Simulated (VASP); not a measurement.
Wanted: the native input for a VASP 6.6.1 run.

* Task: single point
* Functional: PBE
* Potentials or basis: VASP PAW PBE potentials, release 64 (Ir, O)
* Cutoff: 600 eV
* k mesh: 10 × 10 × 12
* Occupations: gaussian, width 0.15 eV
* Spin: no spin polarisation
* Dipole correction: no
* Further INCAR settings: ALGO = Normal; EDIFF = 1e-06; NBANDS = 30

The structure of IrO2 lies in POSCAR:

```
IrO2
1.0
    4.5688985183      0.0000000000      0.0000000000
    0.0000000000      4.5688985183      0.0000000000
    0.0000000000      0.0000000000      3.1246696966
Ir O
2 4
Direct
    0.0000000000      0.0000000000      0.0000000000
    0.5000000000      0.5000000000      0.5000000000
    0.3010202665      0.3010202665      0.0000000000
    0.1989797335      0.8010202665      0.5000000000
    0.6989797335      0.6989797335      0.0000000000
    0.8010202665      0.1989797335      0.5000000000
```

This cell differs from its parent crystal: c/a of the conventional cell at fixed volume 0.6839.

One way to write it, as run:

INCAR

```
  PREC = Accurate
  ENCUT = 600
  EDIFF = 1E-6
  ISMEAR = 0
  SIGMA = 0.15
  LREAL = False
  LASPH = True
  NELM = 120
  ALGO = Normal
  ISIF = 2
  LWAVE = False
  LCHARG = False
  GGA = PE
  NBANDS = 30
  GGA_COMPAT = False
```

KPOINTS

```
regular mesh
0
Gamma
  10 10 12
```

Potentials or basis: VASP PAW PBE potentials, release 64 (Ir, O).

Run with:

```sh
$ cat potpaw_PBE.64/Ir/POTCAR potpaw_PBE.64/O/POTCAR > POTCAR
$ mpirun -np 1 vasp_std > vasp.out
```

It gave:

The pressure is 3.2 GPa. The largest force is 1.069 eV/Å and the band gap on the k mesh is zero (band 21 reaches 6.40 eV, above the bottom of band 22 at 5.23 eV).

Caveat: spin-orbit coupling is left out, which moves the levels of the heavy elements; forces of over 1 eV/Å act on the atoms, so gaps and moduli don't describe the material at rest.

It took 8.2 min on 1 thread of Intel Xeon 8259CL (shared host), peak memory 0.41 GiB.
